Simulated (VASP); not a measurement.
# MnO (P4_2/mmc) in VASP: single point with PBE

Aim: the single point of MnO with PBE.

Everything below comes from runs of VASP 6.6.1. Logs are shortened: lines on timing, memory, paths and dates and some standing lists are left out, and cuts for length are marked.

**1. The cell of the first run**

It takes space group P4_2/mmc (No. 131, tetragonal). The conventional cell has a = 3.583 Å, b = 3.583 Å, c = 4.460 Å, α = 90.00°, β = 90.00°, γ = 90.00°. Mn (site symmetry mmm) has 4 O at 2.11 Å within 2.8 Å. O (site symmetry -4m2) has 4 Mn at 2.11 Å and 2 O at 2.23 Å within 2.8 Å.

**2. Single point, PBE, collinear spin, ferromagnetic start**

Input file INCAR:

```
ALGO     = Normal         # electronic algorithm
EDIFF    = 1E-7           # SCF threshold, eV
ENCUT    = 520            # plane-wave cutoff, eV
GGA      = PE             # functional
ISIF     = 2              # what is computed and relaxed
ISMEAR   = -1             # smearing method
ISPIN    = 2              # spin polarisation
LASPH    = T              # aspherical terms in the spheres
LCHARG   = F              # write CHGCAR
LMAXMIX  = 4              # l up to which the mixer works
LORBIT   = 11             # projections on sites
LREAL    = F              # projectors in reciprocal space
LWAVE    = F              # write WAVECAR
MAGMOM   = 5.5 5.5 0 0    # initial moments
NBANDS   = 31             # bands
NELM     = 150            # most SCF steps
PREC     = Accurate       # precision mode
SIGMA    = 0.05           # smearing width, eV
```

Input file KPOINTS:

```
k-points
0
Gamma
  8 8 6
```

Input file POSCAR:

```
MnO
1.0
    3.5827106400      0.0000000000      0.0000000000
    0.0000000000      3.5827106400      0.0000000000
    0.0000000000      0.0000000000      4.4604831500
Mn O
2 2
Direct
    0.0000000000      0.5000000000      0.0000000000
    0.5000000000      0.0000000000      0.5000000000
    0.0000000000      0.0000000000      0.2500000000
    0.0000000000      0.0000000000      0.7500000000
```

Potentials or basis: VASP PAW PBE potentials, release 64 (Mn_pv, O).

The run is started by

```console
> cat potpaw_PBE.64/Mn_pv/POTCAR potpaw_PBE.64/O/POTCAR > POTCAR
> mpirun -np 1 vasp_std > vasp.out
```

OUTCAR:

```text
EDIFF = 1E-7
   ENCUT = 520
   GGA = PE
   ISIF = 2
   ISMEAR = -1
   ISPIN = 2
   LASPH = T
   LORBIT = 11
   LREAL = F
   NELM = 150
   PREC = Accurate

 ion  position               nearest neighbor table
   1  0.000  0.500  0.000-   3 2.11   4 2.11   3 2.11   4 2.11
   2  0.500  0.000  0.500-   3 2.11   4 2.11   3 2.11   4 2.11
   3  0.000  0.000  0.250-   1 2.11   2 2.11   1 2.11   2 2.11
   4  0.000  0.000  0.750-   1 2.11   2 2.11   1 2.11   2 2.11

  LATTYP: Found a simple tetragonal cell.
 ALAT       =     3.5827106400
 C/A-ratio  =     1.2450023455

  Lattice vectors:

 A1 = (   3.5827106400,   0.0000000000,   0.0000000000)
 A2 = (   0.0000000000,   3.5827106400,   0.0000000000)
 A3 = (   0.0000000000,   0.0000000000,   4.4604831500)

Analysis of symmetry for initial positions (statically):
=====================================================================
 Subroutine PRICEL returns:
 Original cell was already a primitive cell.

 Routine SETGRP: Setting up the symmetry group for a
 simple tetragonal supercell.

 Subroutine GETGRP returns: Found 16 space group operations
 (whereof  8 operations were pure point group operations)
 out of a pool of 16 trial point group operations.

The static configuration has the point symmetry D_2h.
 The point group associated with its full space group is D_4h.

Analysis of symmetry for dynamics (positions and initial velocities):
=====================================================================
 Subroutine PRICEL returns:
 Original cell was already a primitive cell.

 Routine SETGRP: Setting up the symmetry group for a
 simple tetragonal supercell.

 Subroutine GETGRP returns: Found 16 space group operations
 (whereof  8 operations were pure point group operations)
 out of a pool of 16 trial point group operations.

The dynamic configuration has the point symmetry D_2h.
 The point group associated with its full space group is D_4h.

Analysis of structural, dynamic, and magnetic symmetry:
=====================================================================
 Subroutine PRICEL returns:
 Original cell was already a primitive cell.

 Routine SETGRP: Setting up the symmetry group for a
 simple tetragonal supercell.

 Subroutine GETGRP returns: Found 16 space group operations
 (whereof  8 operations were pure point group operations)
 out of a pool of 16 trial point group operations.

The overall configuration has the point symmetry D_2h.
 The point group associated with its full space group is D_4h.

 Subroutine INISYM returns: Found 16 space group operations
 (whereof  8 operations are pure point group operations),
 and found     1 'primitive' translations

----------------------------------------------------------------------------------------

                                     Primitive cell

  volume of cell :      57.2539

  direct lattice vectors                    reciprocal lattice vectors
     3.582710640  0.000000000  0.000000000     0.279118271  0.000000000  0.000000000
     0.000000000  3.582710640  0.000000000     0.000000000  0.279118271  0.000000000
     0.000000000  0.000000000  4.460483150     0.000000000  0.000000000  0.224190960

  length of vectors
     3.582710640  3.582710640  4.460483150     0.279118271  0.279118271  0.224190960

  position of ions in fractional coordinates (direct lattice)
     0.000000000  0.500000000  0.000000000
     0.500000000  0.000000000  0.500000000
     0.000000000  0.000000000  0.250000000
     0.000000000  0.000000000  0.750000000

  ion indices of the primitive-cell ions
   primitive index   ion index
                 1           1
                 2           2
                 3           3
                 4           4

----------------------------------------------------------------------------------------

 KPOINTS: k-points

Automatic generation of k-mesh.
 Grid dimensions read from file:
 generate k-points for:    8    8    6

 Generating k-lattice:

  Cartesian coordinates                     Fractional coordinates (reciprocal lattice)
     0.034889784  0.000000000  0.000000000     0.125000000  0.000000000  0.000000000
     0.000000000  0.034889784  0.000000000     0.000000000  0.125000000  0.000000000
     0.000000000  0.000000000  0.037365160     0.000000000  0.000000000  0.166666667

  Length of vectors
     0.034889784  0.034889784  0.037365160

  Shift w.r.t. Gamma in fractional coordinates (k-lattice)
     0.000000000  0.000000000  0.000000000

 Subroutine IBZKPT returns following result:
 ===========================================

 Found     60 irreducible k-points:

 Following reciprocal coordinates:
            Coordinates               Weight
  0.000000  0.000000  0.000000      1.000000
  0.125000  0.000000  0.000000      4.000000
  0.250000  0.000000  0.000000      4.000000
  0.375000  0.000000  0.000000      4.000000
  0.500000  0.000000  0.000000      2.000000
  0.125000  0.125000  0.000000      4.000000
[... 16 lines left out ...]
  0.375000  0.125000  0.166667     16.000000
  0.500000  0.125000  0.166667      8.000000
 [... further k-points ...]
   k-points           NKPTS =     60   k-points in BZ     NKDIM =     60   number of bands    NBANDS=     31
   number of dos      NEDOS =    301   number of ions     NIONS =      4
   total plane-waves  NPLWV =  28224
   dimension x,y,z NGX =    28 NGY =   28 NGZ =   36
   dimension x,y,z NGXF=    56 NGYF=   56 NGZF=   72
   ions per type =               2   2
   NGX,Y,Z   is equivalent  to a cutoff of  12.99, 12.99, 13.42 a.u.
   NGXF,Y,Z  is equivalent  to a cutoff of  25.99, 25.99, 26.84 a.u.
 SYSTEM =  unknown system
   PREC   = accura    normal or accurate (medium, high low for compatibility)
   ISTART =      0    job   : 0-new  1-cont  2-samecut
   ICHARG =      2    charge: 1-file 2-atom 10-const
   ISPIN  =      2    spin polarized calculation?
   LNONCOLLINEAR =      F non collinear calculations
   LSORBIT =      F    spin-orbit coupling
   LASPH  =      T    aspherical Exc in radial PAW
   ENCUT  =  520.0 eV  38.22 Ry    6.18 a.u.   6.66  6.66  8.29*2*pi/ulx,y,z
   NELM   =    150;   NELMIN=  2; NELMDL= -5     # of ELM steps
   EDIFF  = 0.1E-06   stopping-criterion for ELM
   LREAL  =      F    real-space projection
   EDIFFG = 0.1E-05   stopping-criterion for IOM
   NSW    =      0    number of steps for IOM
   IBRION =     -1    ionic relax: 0-MD 1-quasi-New 2-CG
   NFREE  =      0    steps in history (QN), initial steepest desc. (CG)
   ISIF   =      2    stress and relaxation
   ISYM   =      2    0-nonsym 1-usesym 2-fastsym
   POTIM  = 0.5000    time-step for ionic-motion
   TEBEG  =    0.0;   TEEND  =   0.0 temperature during run
   PSTRESS=    0.0 pullay stress
   NELECT =      38.0000    total number of electrons
   NUPDOWN=      -1.0000    fix difference up-down
   EMIN   =  10.00;   EMAX   =-10.00  energy-range for DOS
   EFERMI =   0.00;   METHOD = LEGACY
   ISMEAR =    -1;   SIGMA  =   0.05  broadening in eV -4-tet -1-fermi 0-gaus
   EFERMI_NEDOS =   21; number of points for ismear=-14 and -15
   IALGO  =     38    algorithm
   IMIX   =      4    mixing-type and parameters
     AMIX     =   0.40;   BMIX     =  1.00
     AMIX_MAG =   1.60;   BMIX_MAG =  1.00
  volume/ion in A,a.u.               =      14.31        96.59
  Fermi-wavevector in a.u.,A,eV,Ry     =   1.428020  2.698566 27.745553  2.039241
  Thomas-Fermi vector in A             =   2.548127
   LORBIT       =     11    0 simple, 1 ext, 2 COOP (PROOUT), +10 PAW based schemes
   GGA     = PE    functional components
   LHFCALC =     F    Hartree Fock is set to
   AEXX    =    0.0000 exact exchange contribution
   IVDW    =     0    specifies the selected vdW correction
   LEPSILON=     F    determine dielectric tensor
   LRPA    =     F    only Hartree local field effects (RPA)
 spin polarized calculation
  energy-cutoff  :      520.00
  volume of cell :       57.25
 maximum number of plane-waves:      1561
 NGX is ok and might be reduce to    28
   NGX = 13   NGY = 13   NGZ = 17

 number of electron      38.0000000 magnetization      11.0000000

 number of electron      38.0000011 magnetization       7.5828373

 Free energy of the ion-electron system (eV)
  ---------------------------------------------------
  ext. energy  EPLUGINS =         0.00000000
  ---------------------------------------------------
  free energy    TOTEN  =       -31.19884174 eV

  energy without entropy =      -31.18252297  energy(sigma->0) =      -31.19068236

 E-fermi :   4.4613     XC(G=0): -10.3841

 val. band max:        4.4581984640   @ k =   0.5000   0.3750   0.3333
 cond. band min:       4.4712872573   @ k =   0.3750   0.3750   0.1667
 fundamental gap:      0.0130887933
 Fermi energy:         4.4612614984

 spin component 1

 k-point     1 :       0.0000    0.0000    0.0000
  band No.  band energies     occupation
      1     -46.0933      1.00000
      2     -46.0714      1.00000
      3     -45.8669      1.00000
      4     -45.8669      1.00000
      5     -45.8221      1.00000
      6     -45.8221      1.00000
[... 23 lines left out ...]
     30      14.3632      0.00000
     31      16.6955      0.00000

 k-point     2 :       0.1250    0.0000    0.0000
  band No.  band energies     occupation
      1     -46.0924      1.00000
      2     -46.0721      1.00000
      3     -45.8682      1.00000
      4     -45.8668      1.00000
      5     -45.8229      1.00000
      6     -45.8221      1.00000
[... 23 lines left out ...]
     30      14.8358      0.00000
     31      16.5856      0.00000

 k-point     3 :       0.2500    0.0000    0.0000
  band No.  band energies     occupation
      1     -46.0897      1.00000
      2     -46.0743      1.00000
      3     -45.8714      1.00000
      4     -45.8664      1.00000
      5     -45.8250      1.00000
      6     -45.8222      1.00000
[... 703 lines left out ...]
     30      14.5751      0.00000
     31      16.8783      0.00000

 k-point    24 :       0.5000    0.1250    0.1667
  band No.  band energies     occupation
      1     -46.0820      1.00000
      2     -46.0813      1.00000
      3     -45.8770      1.00000
      4     -45.8658      1.00000
      5     -45.8286      1.00000
      6     -45.8221      1.00000
[... 23 lines left out ...]
     30      14.4377      0.00000
     31      17.2440      0.00000

 [... further k-points ...]

 spin component 2

 k-point     1 :       0.0000    0.0000    0.0000
  band No.  band energies     occupation
      1     -41.9481      1.00000
      2     -41.9192      1.00000
      3     -41.8902      1.00000
      4     -41.8902      1.00000
      5     -41.7028      1.00000
      6     -41.7028      1.00000
[... 23 lines left out ...]
     30      15.0802      0.00000
     31      17.8139      0.00000

 k-point     2 :       0.1250    0.0000    0.0000
  band No.  band energies     occupation
      1     -41.9468      1.00000
      2     -41.9202      1.00000
      3     -41.8922      1.00000
      4     -41.8901      1.00000
      5     -41.7039      1.00000
      6     -41.7028      1.00000
[... 23 lines left out ...]
     30      15.7769      0.00000
     31      17.6804      0.00000

 k-point     3 :       0.2500    0.0000    0.0000
  band No.  band energies     occupation
      1     -41.9433      1.00000
      2     -41.9229      1.00000
      3     -41.8970      1.00000
      4     -41.8898      1.00000
      5     -41.7064      1.00000
      6     -41.7027      1.00000
[... 703 lines left out ...]
     30      15.3711      0.00000
     31      17.6985      0.00000

 k-point    24 :       0.5000    0.1250    0.1667
  band No.  band energies     occupation
      1     -41.9347      1.00000
      2     -41.9320      1.00000
      3     -41.9040      1.00000
      4     -41.8894      1.00000
      5     -41.7108      1.00000
      6     -41.7023      1.00000
[... 23 lines left out ...]
     30      15.0819      0.00000
     31      18.0203      0.00000

 [... further k-points ...]
[... 5 lines left out ...]
  --------------------------------------------------------------------------------------
  -------------------------------------------------------------------------------------
  Total       -8.9243898     -8.9243898      4.9913983     -0.0000000      0.0000000      0.0000000
  in kB     -249.7374894   -249.7374894    139.6778178     -0.0000000      0.0000000      0.0000000
  external PRESSURE =    -119.9323870 kB  Pullay stress =       0.0000000 kB

 VOLUME and BASIS-vectors are now :
 -----------------------------------------------------------------------------
  energy-cutoff  :      520.00
  volume of cell :       57.25
      direct lattice vectors                 reciprocal lattice vectors
     3.582710640  0.000000000  0.000000000     0.279118271  0.000000000  0.000000000
     0.000000000  3.582710640  0.000000000     0.000000000  0.279118271  0.000000000
     0.000000000  0.000000000  4.460483150     0.000000000  0.000000000  0.224190960

 POSITION                                       TOTAL-FORCE (eV/Angst)
 -----------------------------------------------------------------------------------
      0.00000      1.79136      0.00000        -0.000000      0.000000      0.000000
      1.79136      0.00000      2.23024        -0.000000      0.000000      0.000000
      0.00000      0.00000      1.11512        -0.000000      0.000000      0.000000
      0.00000      0.00000      3.34536         0.000000     -0.000000      0.000000
 -----------------------------------------------------------------------------------
    total drift:                                0.000000      0.000000      0.000000

  FREE ENERGIE OF THE ION-ELECTRON SYSTEM (eV)
  ---------------------------------------------------
  free  energy   TOTEN  =       -31.1988417365 eV

  energy  without entropy=      -31.1825229747  energy(sigma->0) =      -31.19068236

 total charge

# of ion       s       p       d       tot
------------------------------------------
    1        0.244   6.173   4.889  11.307
    2        0.244   6.173   4.889  11.307
    3        1.580   3.358   0.000   4.938
    4        1.580   3.358   0.000   4.938
--------------------------------------------------
tot          3.649  19.062   9.778  32.489

 magnetization (x)

# of ion       s       p       d       tot
------------------------------------------
    1        0.038   0.017   3.728   3.783
    2        0.038   0.017   3.728   3.783
    3        0.008  -0.127   0.000  -0.119
    4        0.008  -0.127   0.000  -0.119
--------------------------------------------------
tot          0.094  -0.221   7.456   7.329
```

Wall time 4.8 min (1 thread of Oxide Virtual Turin-like, shared host); peak memory 0.25 GiB.

Results:

| Property | Result |
| --- | --- |
| Free energy | -31.1988 eV |
| Pressure | -12.0 GPa |
| Net moment | 7.58 μB per cell |
| Site moments | Mn +3.78; O -0.12 μB |
| Valence electrons inside the program's atomic spheres | Mn 11.31; O 4.94 |

Stress tensor (GPa, compression positive):
```
-24.97   0.00   0.00
  0.00 -24.97   0.00
  0.00   0.00  13.97
```

Levels at points of the mesh, in eV from the Fermi level:
Spin up:
| k point | band 20 | band 21 | band 22 | band 23 | band 24 | band 25 | band 26 | band 27 |
| --- | --- | --- | --- | --- | --- | --- | --- | --- |
| (0.00, 0.00, 0.00) | -2.29 | -0.87 | 0.11 | 0.53 | 0.97 | 0.97 | 4.90 | 7.41 |
| (0.50, 0.00, 0.00) | -1.88 | -1.69 | -1.37 | 0.77 | 0.88 | 3.23 | 3.55 | 6.17 |
| (0.50, 0.50, 0.00) | -2.17 | -1.53 | -1.20 | -1.20 | 0.25 | 1.20 | 7.30 | 7.30 |
| (0.00, 0.00, 0.50) | -1.96 | -1.73 | -1.73 | 0.39 | 0.39 | 2.13 | 2.13 | 9.28 |
| (0.50, 0.00, 0.50) | -2.23 | -1.67 | -1.50 | -0.52 | 0.81 | 2.91 | 4.75 | 4.83 |
| (0.50, 0.50, 0.50) | -1.56 | -1.50 | -1.50 | -0.90 | -0.90 | 3.03 | 3.03 | 7.62 |
Spin down:
| k point | band 11 | band 12 | band 13 | band 14 | band 15 | band 16 | band 17 | band 18 | band 19 | band 20 |
| --- | --- | --- | --- | --- | --- | --- | --- | --- | --- | --- |
| (0.00, 0.00, 0.00) | -4.54 | -4.54 | -4.54 | -2.57 | -0.25 | -0.01 | 1.22 | 1.39 | 1.41 | 1.41 |
| (0.50, 0.00, 0.00) | -4.64 | -4.37 | -3.94 | -0.83 | -0.73 | 0.90 | 1.12 | 1.13 | 1.17 | 1.23 |
| (0.50, 0.50, 0.00) | -6.06 | -3.55 | -3.55 | -1.28 | -0.22 | 0.45 | 0.56 | 0.56 | 1.57 | 1.57 |
| (0.00, 0.00, 0.50) | -4.09 | -4.09 | -4.01 | -4.01 | -1.11 | -1.11 | 1.49 | 1.49 | 1.52 | 1.52 |
| (0.50, 0.00, 0.50) | -5.09 | -4.27 | -3.74 | -3.41 | -0.72 | 0.55 | 1.22 | 1.32 | 1.57 | 1.82 |
| (0.50, 0.50, 0.50) | -5.01 | -5.01 | -3.63 | -3.63 | -0.13 | -0.13 | 1.29 | 1.29 | 1.69 | 1.69 |

Caveat: semilocal functionals often make such compounds metallic where correlation or magnetic order opens a gap, which also shifts bond lengths; only a ferromagnetic start was run, and an antiferromagnetic order may lie lower in energy.
